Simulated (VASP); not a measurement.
Runs of VASP 6.6.1 on SnO2. The structure is that of space group P4_2/mnm (No. 136), or close to it. The cells are those of the table. 

| cell | gap on the mesh (eV) | pressure (GPa) | largest force (eV/Å) |
| --- | --- | --- | --- |
| a = 4.903, b = 4.903, c = 3.105 Å, 6 atoms | 1.67 | -2.0 | 0.05 |
| a = 4.831, b = 4.831, c = 3.105 Å, 6 atoms | 1.96 | 3.4 | 0.19 |
| a = 4.688, b = 4.689, c = 3.297 Å, 6 atoms | 1.67 | -0.2 | 0.14 |
| a = 4.760, b = 4.760, c = 3.297 Å, 6 atoms | 1.35 | (b) | 0.14 |
| a = 4.831, b = 4.831, c = 3.201 Å, 6 atoms | 1.49 | -4.5 | 0.05 |
| a = 4.760, b = 4.760, c = 3.249 Å, 6 atoms | 1.57 | (a) | 0.07 |
| a = 4.831, b = 4.831, c = 3.297 Å, 6 atoms | 1.05 | -10.7 | 0.18 |
| a = 4.903, b = 4.903, c = 3.297 Å, 6 atoms | 0.78 | -14.8 | 0.26 |

Alike in all rows: task single point; level r2SCAN; potentials or basis VASP PAW PBE potentials, release 64 (Sn_d, O); no spin polarisation; k mesh 6 × 6 × 8; cutoff (eV) 520; smearing gaussian 0.05 eV.

**Question.** Estimate the missing entries.

**Answer.** (a) -2.6; (b) -5.9.

Caveats: the PAW data sets were made with another functional, which shifts forces and pressure a little; spin-orbit coupling is left out, which moves the levels of the heavy elements.

A k mesh can miss the band edges, and the runs leave out spin-orbit coupling on Sn.
